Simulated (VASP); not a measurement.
A run of VASP 6.6.1 is set up as follows.

Contents of INCAR:

```
SYSTEM = BN
ALGO     = Normal         ! electronic algorithm
EDIFF    = 1E-6           ! SCF threshold, eV
ENCUT    = 520            ! plane-wave cutoff, eV
GGA      = PS             ! functional
ISIF     = 2              ! what is computed and relaxed
ISMEAR   = 0              ! smearing method
LASPH    = .TRUE.         ! aspherical terms in the spheres
LCHARG   = .FALSE.        ! write CHGCAR
LREAL    = .FALSE.        ! projectors in reciprocal space
LWAVE    = .FALSE.        ! write WAVECAR
NBANDS   = 11             ! bands
NELM     = 100            ! most SCF steps
PREC     = Accurate       ! precision mode
SIGMA    = 0.02           ! smearing width, eV
```

KPOINTS

```
k-points
0
G
  10 10 10
  0 0 0
```

POSCAR

```
BN
1.0
    0.0000000000      2.0120502036      2.0120502036
    2.0120502036      0.0000000000      2.0120502036
    2.0120502036      2.0120502036      0.0000000000
B N
1 1
Direct
    0.0000000000      0.0000000000      0.0000000000
    0.7500000000      0.7500000000      0.7500000000
```

Potentials or basis: VASP PAW PBE potentials, release 64 (B, N).

The run is started by

```bash
$ cat potpaw_PBE.64/B/POTCAR potpaw_PBE.64/N/POTCAR > POTCAR
$ mpirun -np 1 vasp_std > vasp.out
```

Task: Estimate the band gap on the k mesh.

Result: 3.88 eV, indirect (least direct gap 5.58 eV).

Task: What does it give for the pressure?

Result: -68.4 GPa.

Caveat: the cell differs from its parent crystal (Al replaced by B, lengths x 0.884, strained); the PAW data sets were made with another functional, which shifts forces and pressure a little. A k mesh can miss the band edges.
